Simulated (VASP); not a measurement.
Nb: single point with PBE

Nb:

```
Nb
1.0
     0.00000    2.11500    2.11500
     2.11500    0.00000    2.11500
     2.11500    2.11500    0.00000
Nb
1
Direct
  0.00000 0.00000 0.00000
```

```yaml
Program: VASP 6.6.1
Task: single point
Functional: PBE
Potentials_or_basis: VASP PAW PBE potentials, release 64 (Nb_sv)
Cutoff: 520 eV
k_mesh: 16 × 16 × 16
Occupations: gaussian, width 0.05 eV
Spin: no spin polarisation
Dipole_correction: no
Further_INCAR_settings: ALGO = Normal; EDIFF = 1e-06; NBANDS = 12
```

- Pressure: -1.6 GPa

Levels at points of the mesh, in eV from the Fermi level:
```csv
k point,band 4,band 5,band 6,band 7,band 8,band 9
"(0.00, 0.00, 0.00)",-30.19,-6.19,0.12,0.12,0.12,2.69
"(0.50, 0.00, 0.00)",-30.34,-3.79,-0.06,-0.06,1.35,4.62
"(0.50, 0.50, 0.00)",-30.60,-3.99,-3.26,3.55,4.60,5.17
```

Run time: 20 s on 1 thread of Intel(R) Xeon(R) Platinum 8259CL CPU @ 2.50GHz (Skylake/Cascade Lake), with other jobs on the host, peak memory 0.15 GiB.
